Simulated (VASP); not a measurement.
# Cs2SnRu6 (Fm-3m) in VASP: single point with r2SCAN

Aim: the single point of Cs2SnRu6 with r2SCAN.

Program: VASP 6.6.1. These are calculated values, not measurements. Logs are shortened: lines on timing, memory, paths and dates and some standing lists are left out, and cuts for length are marked.

## Step 1: The cell of the first run

Symmetry: Fm-3m, No. 225, cubic system. Conventional cell: a = 9.376 Å, b = 9.376 Å, c = 9.376 Å, α = 90.00°, β = 90.00°, γ = 90.00°. Sn (site symmetry m-3m) has 6 Ru at 2.30 Å within 3.0 Å. Cs (site symmetry -43m) has 12 Ru at 3.32 Å and 4 Sn at 4.06 Å within 4.4 Å. Within 3.0 Å of Ru (site symmetry 4mm) lie 1 Sn at 2.30 Å.

## Step 2: Single point, r2SCAN

POSCAR

```
Cs2SnRu6
1.0
    0.0000000000      4.6880381300      4.6880381300
    4.6880381300      0.0000000000      4.6880381300
    4.6880381300      4.6880381300      0.0000000000
Sn Cs Ru
1 2 6
Direct
    0.0000000000      0.0000000000      0.0000000000
    0.2500000000      0.2500000000      0.2500000000
    0.7500000000      0.7500000000      0.7500000000
    0.7550000000      0.2450000000      0.2450000000
    0.2450000000      0.7550000000      0.2450000000
    0.2450000000      0.7550000000      0.7550000000
    0.7550000000      0.2450000000      0.7550000000
    0.2450000000      0.2450000000      0.7550000000
    0.7550000000      0.7550000000      0.2450000000
```

INCAR.step1

```
SYSTEM = Cs2SnRu6
  PREC = Accurate
  ENCUT = 520
  ISMEAR = -1
  SIGMA = 0.1
  LREAL = .False.
  LASPH = .True.
  NELM = 100
  NBANDS = 68
  GGA = PE
  ALGO = Normal
  EDIFF = 1E-4
  LWAVE = .True.
  LCHARG = .False.
```

INCAR.step2

```
SYSTEM = Cs2SnRu6
  PREC = Accurate
  ENCUT = 520
  EDIFF = 1E-6
  ISMEAR = -1
  SIGMA = 0.1
  LREAL = .False.
  LASPH = .True.
  NELM = 100
  ALGO = Normal
  ISIF = 2
  LWAVE = .False.
  LCHARG = .True.
  METAGGA = R2SCAN
  LMIXTAU = .True.
  LELF = .True.
  LVHAR = .True.
  NBANDS = 68
  ISTART = 1
```

KPOINTS

```
regular mesh
0
Gamma
  6 6 6
  0 0 0
```

Potentials or basis: VASP PAW PBE potentials, release 64 (Sn_d, Cs_sv, Ru_pv).

Started as:

```
> cat potpaw_PBE.64/Sn_d/POTCAR potpaw_PBE.64/Cs_sv/POTCAR potpaw_PBE.64/Ru_pv/POTCAR > POTCAR
> cp INCAR.step1 INCAR
> mpirun -np 1 vasp_std > vasp.out
> cp INCAR.step2 INCAR
> mpirun -np 1 vasp_std > vasp.out
```

OUTCAR:

```text
SYSTEM = Cs2SnRu6
   PREC = Accurate
   ENCUT = 520
   EDIFF = 1E-6
   ISMEAR = -1
   LREAL = .False.
   LASPH = .True.
   NELM = 100
   ISIF = 2
   METAGGA = R2SCAN
   ISTART = 1

 ion  position               nearest neighbor table
   1  0.000  0.000  0.000-   4 2.30   5 2.30   6 2.30   7 2.30   8 2.30   9 2.30
   2  0.250  0.250  0.250-
   3  0.750  0.750  0.750-
   4  0.755  0.245  0.245-   1 2.30   5 3.25   7 3.25   8 3.25   9 3.25
   5  0.245  0.755  0.245-   1 2.30   4 3.25   6 3.25   8 3.25   9 3.25
   6  0.245  0.755  0.755-   1 2.30   5 3.25   7 3.25   8 3.25   9 3.25
   7  0.755  0.245  0.755-   1 2.30   4 3.25   6 3.25   8 3.25   9 3.25
   8  0.245  0.245  0.755-   1 2.30   4 3.25   5 3.25   6 3.25   7 3.25
   9  0.755  0.755  0.245-   1 2.30   4 3.25   5 3.25   6 3.25   7 3.25

  LATTYP: Found a face centered cubic cell.
 ALAT       =     9.3760762600

  Lattice vectors:

 A1 = (   0.0000000000,   4.6880381300,   4.6880381300)
 A2 = (   4.6880381300,   0.0000000000,   4.6880381300)
 A3 = (   4.6880381300,   4.6880381300,   0.0000000000)

Analysis of symmetry for initial positions (statically):
=====================================================================
 Subroutine PRICEL returns:
 Original cell was already a primitive cell.

 Routine SETGRP: Setting up the symmetry group for a
 face centered cubic supercell.

 Subroutine GETGRP returns: Found 48 space group operations
 (whereof 48 operations were pure point group operations)
 out of a pool of 48 trial point group operations.

The static configuration has the point symmetry O_h .

Analysis of symmetry for dynamics (positions and initial velocities):
=====================================================================
 Subroutine PRICEL returns:
 Original cell was already a primitive cell.

 Routine SETGRP: Setting up the symmetry group for a
 face centered cubic supercell.

 Subroutine GETGRP returns: Found 48 space group operations
 (whereof 48 operations were pure point group operations)
 out of a pool of 48 trial point group operations.

The dynamic configuration has the point symmetry O_h .

 Subroutine INISYM returns: Found 48 space group operations
 (whereof 48 operations are pure point group operations),
 and found     1 'primitive' translations

----------------------------------------------------------------------------------------

                                     Primitive cell

  volume of cell :     206.0646

  direct lattice vectors                    reciprocal lattice vectors
     0.000000000  4.688038130  4.688038130    -0.106654423  0.106654423  0.106654423
     4.688038130  0.000000000  4.688038130     0.106654423 -0.106654423  0.106654423
     4.688038130  4.688038130  0.000000000     0.106654423  0.106654423 -0.106654423

  length of vectors
     6.629887104  6.629887104  6.629887104     0.184730879  0.184730879  0.184730879

  position of ions in fractional coordinates (direct lattice)
     0.000000000  0.000000000  0.000000000
     0.250000000  0.250000000  0.250000000
     0.750000000  0.750000000  0.750000000
     0.755000000  0.245000000  0.245000000
     0.245000000  0.755000000  0.245000000
     0.245000000  0.755000000  0.755000000
     0.755000000  0.245000000  0.755000000
     0.245000000  0.245000000  0.755000000
     0.755000000  0.755000000  0.245000000

  ion indices of the primitive-cell ions
   primitive index   ion index
                 1           1
                 2           2
                 3           3
                 4           4
                 5           5
                 6           6
                 7           7
                 8           8
                 9           9

----------------------------------------------------------------------------------------

 KPOINTS: regular mesh

Automatic generation of k-mesh.
 Grid dimensions read from file:
 generate k-points for:    6    6    6

 Generating k-lattice:

  Cartesian coordinates                     Fractional coordinates (reciprocal lattice)
    -0.017775737  0.017775737  0.017775737     0.166666667  0.000000000  0.000000000
     0.017775737 -0.017775737  0.017775737     0.000000000  0.166666667  0.000000000
     0.017775737  0.017775737 -0.017775737     0.000000000  0.000000000  0.166666667

  Length of vectors
     0.030788480  0.030788480  0.030788480

  Shift w.r.t. Gamma in fractional coordinates (k-lattice)
     0.000000000  0.000000000  0.000000000

 Subroutine IBZKPT returns following result:
 ===========================================

 Found     16 irreducible k-points:

 Following reciprocal coordinates:
            Coordinates               Weight
  0.000000  0.000000  0.000000      1.000000
  0.166667  0.000000  0.000000      8.000000
  0.333333  0.000000  0.000000      8.000000
  0.500000  0.000000  0.000000      4.000000
  0.166667  0.166667  0.000000      6.000000
  0.333333  0.166667  0.000000     24.000000
[... 8 lines left out ...]
 -0.333333  0.333333  0.166667     24.000000
 -0.333333  0.500000  0.166667     12.000000
   k-points           NKPTS =     16   k-points in BZ     NKDIM =     16   number of bands    NBANDS=     68
   number of dos      NEDOS =    301   number of ions     NIONS =      9
   total plane-waves  NPLWV = 125000
   dimension x,y,z NGX =    50 NGY =   50 NGZ =   50
   dimension x,y,z NGXF=   100 NGYF=  100 NGZF=  100
   ions per type =               1   2   6
   NGX,Y,Z   is equivalent  to a cutoff of  12.54, 12.54, 12.54 a.u.
   NGXF,Y,Z  is equivalent  to a cutoff of  25.08, 25.08, 25.08 a.u.
 SYSTEM =  Cs2SnRu6
   PREC   = accura    normal or accurate (medium, high low for compatibility)
   ISTART =      1    job   : 0-new  1-cont  2-samecut
   ICHARG =      0    charge: 1-file 2-atom 10-const
   ISPIN  =      1    spin polarized calculation?
   LNONCOLLINEAR =      F non collinear calculations
   LSORBIT =      F    spin-orbit coupling
   LASPH  =      T    aspherical Exc in radial PAW
   ENCUT  =  520.0 eV  38.22 Ry    6.18 a.u.  12.33 12.33 12.33*2*pi/ulx,y,z
   NELM   =    100;   NELMIN=  2; NELMDL=  0     # of ELM steps
   EDIFF  = 0.1E-05   stopping-criterion for ELM
   LREAL  =      F    real-space projection
   EDIFFG = 0.1E-04   stopping-criterion for IOM
   NSW    =      0    number of steps for IOM
   IBRION =     -1    ionic relax: 0-MD 1-quasi-New 2-CG
   NFREE  =      0    steps in history (QN), initial steepest desc. (CG)
   ISIF   =      2    stress and relaxation
   ISYM   =      2    0-nonsym 1-usesym 2-fastsym
   POTIM  = 0.5000    time-step for ionic-motion
   TEBEG  =    0.0;   TEEND  =   0.0 temperature during run
   PSTRESS=    0.0 pullay stress
   NELECT =     116.0000    total number of electrons
   NUPDOWN=      -1.0000    fix difference up-down
   EMIN   =  10.00;   EMAX   =-10.00  energy-range for DOS
   EFERMI =   0.00;   METHOD = LEGACY
   ISMEAR =    -1;   SIGMA  =   0.10  broadening in eV -4-tet -1-fermi 0-gaus
   EFERMI_NEDOS =   21; number of points for ismear=-14 and -15
   IALGO  =     38    algorithm
   IMIX   =      4    mixing-type and parameters
     AMIX     =   0.40;   BMIX     =  1.00
     AMIX_MAG =   1.60;   BMIX_MAG =  1.00
  volume/ion in A,a.u.               =      22.90       154.51
  Fermi-wavevector in a.u.,A,eV,Ry     =   1.351740  2.554417 24.860563  1.827200
  Thomas-Fermi vector in A             =   2.479136
   LORBIT       =      0    0 simple, 1 ext, 2 COOP (PROOUT), +10 PAW based schemes
   METAGGA = R2SCAN    functional components
   LHFCALC =     F    Hartree Fock is set to
   AEXX    =    0.0000 exact exchange contribution
   IVDW    =     0    specifies the selected vdW correction
   LEPSILON=     F    determine dielectric tensor
   LRPA    =     F    only Hartree local field effects (RPA)
 non-spin polarized calculation
  energy-cutoff  :      520.00
  volume of cell :      206.06
 maximum number of plane-waves:      5577
 NGX is ok and might be reduce to    50
   NGX = 25   NGY = 25   NGZ = 25

 number of electron     115.9999988 magnetization

 Free energy of the ion-electron system (eV)
  ---------------------------------------------------
  ext. energy  EPLUGINS =         0.00000000
  ---------------------------------------------------
  free energy    TOTEN  =      -204.58523997 eV

  energy without entropy =     -203.79600743  energy(sigma->0) =     -204.19062370

 E-fermi :   5.9918     XC(G=0): -11.6820

 val. band max:        5.9910163045   @ k =  -0.1667   0.1667   0.0000
 cond. band min:       6.0055033364   @ k =   0.3333   0.1667   0.0000
 fundamental gap:      0.0144870319
 Fermi energy:         5.9918379569

 k-point     1 :       0.0000    0.0000    0.0000
  band No.  band energies     occupation
      1     -37.2334      2.00000
      2     -37.1420      2.00000
      3     -37.1420      2.00000
      4     -37.1420      2.00000
      5     -37.1198      2.00000
      6     -37.1198      2.00000
[... 60 lines left out ...]
     67       9.3551      0.00000
     68       9.3551      0.00000

 k-point     2 :       0.1667    0.0000    0.0000
  band No.  band energies     occupation
      1     -37.2284      2.00000
      2     -37.1461      2.00000
      3     -37.1403      2.00000
      4     -37.1403      2.00000
      5     -37.1206      2.00000
      6     -37.1206      2.00000
[... 60 lines left out ...]
     67       9.1829      0.00000
     68       9.2485      0.00000

 k-point     3 :       0.3333    0.0000    0.0000
  band No.  band energies     occupation
      1     -37.2164      2.00000
      2     -37.1563      2.00000
      3     -37.1363      2.00000
      4     -37.1363      2.00000
      5     -37.1229      2.00000
      6     -37.1229      2.00000
[... 912 lines left out ...]
     67       9.0598      0.00000
     68       9.9010      0.00000

 k-point    16 :      -0.3333    0.5000    0.1667
  band No.  band energies     occupation
      1     -37.2006      2.00000
      2     -37.1585      2.00000
      3     -37.1375      2.00000
      4     -37.1357      2.00000
      5     -37.1309      2.00000
      6     -37.1218      2.00000
[... 60 lines left out ...]
     67       9.2046      0.00000
     68       9.3594      0.00000

------------------------ aborting loop because EDIFF is reached ----------------------------------------

  FORCE on cell =-STRESS in cart. coord.  units (eV):
  Direction    XX          YY          ZZ          XY          YZ          ZX
  --------------------------------------------------------------------------------------
  -------------------------------------------------------------------------------------
  Total        9.9172799      9.9172799      9.9172799      0.0000000     -0.0000000     -0.0000000
  in kB       77.1080558     77.1080558     77.1080558      0.0000000     -0.0000000     -0.0000000
  external PRESSURE =      77.1080558 kB  Pullay stress =       0.0000000 kB

 VOLUME and BASIS-vectors are now :
 -----------------------------------------------------------------------------
  energy-cutoff  :      520.00
  volume of cell :      206.06
      direct lattice vectors                 reciprocal lattice vectors
     0.000000000  4.688038130  4.688038130    -0.106654423  0.106654423  0.106654423
     4.688038130  0.000000000  4.688038130     0.106654423 -0.106654423  0.106654423
     4.688038130  4.688038130  0.000000000     0.106654423  0.106654423 -0.106654423

 POSITION                                       TOTAL-FORCE (eV/Angst)
 -----------------------------------------------------------------------------------
      0.00000      0.00000      0.00000         0.000000     -0.000000      0.000000
      2.34402      2.34402      2.34402         0.000000      0.000000      0.000000
      7.03206      7.03206      7.03206        -0.000000     -0.000000     -0.000000
      2.29714      4.68804      4.68804         5.070229     -0.000000      0.000000
      4.68804      2.29714      4.68804         0.000000      5.070229      0.000000
      7.07894      4.68804      4.68804        -5.070229     -0.000000      0.000000
      4.68804      7.07894      4.68804         0.000000     -5.070229      0.000000
      4.68804      4.68804      2.29714         0.000000     -0.000000      5.070229
      4.68804      4.68804      7.07894         0.000000     -0.000000     -5.070229
 -----------------------------------------------------------------------------------
    total drift:                                0.000000      0.000000      0.000000

  FREE ENERGIE OF THE ION-ELECTRON SYSTEM (eV)
  ---------------------------------------------------
  free  energy   TOTEN  =      -204.5852399672 eV

  energy  without entropy=     -203.7960074268  energy(sigma->0) =     -204.19062370
```

Wall time 8.9 min (1 thread of Intel Xeon 6975P-C (Granite Rapids), shared host); peak memory 0.49 GiB.

What came out:

```
Free energy            : -204.5852 eV
Pressure               : 7.7 GPa
Largest force          : 5.070 eV/Å
Band gap on the k mesh : zero (bands 58 and 59 overlap by 0.82 eV)
```

Forces in eV/Å, atoms in the order of the input:
```
Sn   0.000  0.000  0.000
Cs   0.000  0.000  0.000
Cs   0.000  0.000  0.000
Ru   5.070  0.000  0.000
Ru   0.000  5.070  0.000
Ru  -5.070  0.000  0.000
Ru   0.000 -5.070  0.000
Ru   0.000  0.000  5.070
Ru   0.000  0.000 -5.070
```

Levels at points of the mesh, in eV from the Fermi level:
```csv
k point,band 55,band 56,band 57,band 58,band 59,band 60,band 61,band 62
"(0.00, 0.00, 0.00)",0.06,0.06,0.71,0.71,0.71,0.84,0.84,0.84
"(0.50, 0.00, 0.00)",-0.18,-0.18,-0.11,-0.07,-0.07,-0.07,-0.04,0.74
"(0.50, 0.50, 0.00)",-0.26,-0.22,-0.22,-0.10,-0.06,-0.05,-0.05,0.26
```

Caveat: the cell stands under pressure; the PAW data sets were made with another functional, which shifts forces and pressure a little; spin-orbit coupling is left out, which moves the levels of the heavy elements.
